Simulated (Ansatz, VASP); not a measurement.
Two plane-wave programs on BAs

```xyz
2
Lattice="0.0000 2.5947 2.0239 2.5947 0.0000 2.0239 2.5947 2.5947 0.0000" Properties=species:S:1:pos:R:3 pbc="T T T"
B     0.0000    0.0000    0.0000
As    3.8921    3.8921    3.0358
```

Alike in both runs: task single point; functional PBE; k mesh 12 × 12 × 12; occupations gaussian, width 0.05 eV; no spin polarisation.

|  | VASP | Ansatz |
| --- | --- | --- |
| version | VASP 6.6.1 | Ansatz 0.2.0 |
| potentials or method | VASP PAW PBE potentials, release 64 (B, As), cutoff 520 eV | scalar-relativistic, plane waves, PAW |
| valence electrons in the cell | 8 | 18 |

```tsv
	VASP	Ansatz	Ansatz less VASP
gap on the k mesh at the Fermi level (eV)	none	none	-
pressure (GPa)	1.6	1.0	-0.59
traceless stress, the component that is largest in VASP (GPa)	18.72	18.90	+0.184
```

A gap of «none» marks a metal or a gap that the smearing closes. The functional is the same, so the differences come from potentials, cutoffs and numerics. VASP's potentials hold 8 valence electrons a cell and Ansatz's 18, so a difference there can come from the potentials and not from the codes.
